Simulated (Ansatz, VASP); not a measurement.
ZrC: VASP beside Ansatz

```
Zr C
1.0
     0.00000    2.27672    2.50439
     2.27672    0.00000    2.50439
     2.27672    2.27672    0.00000
Zr C
1 1
Direct
  0.50000 0.50000 0.50000
  0.00000 0.00000 0.00000
```

Alike in both runs: task single point; functional PBE; k mesh 20 × 20 × 20; occupations gaussian, width 0.15 eV; no spin polarisation.

```csv
,VASP,Ansatz
version,VASP 6.6.1,Ansatz 0.2.0
potentials or method,"VASP PAW PBE potentials, release 64 (Zr_sv, C), cutoff 520 eV","scalar-relativistic, plane waves, PAW"
valence electrons in the cell,16,16
```

|  | VASP | Ansatz | Ansatz less VASP |
| --- | --- | --- | --- |
| gap on the k mesh at the Fermi level (eV) | none | none | - |
| pressure (GPa) | 5.3 | 5.0 | -0.24 |
| traceless stress, the component that is largest in VASP (GPa) | -21.09 | -20.95 | +0.131 |

A gap of «none» marks a metal or a gap that the smearing closes. The functional is the same, so the differences come from potentials, cutoffs and numerics.
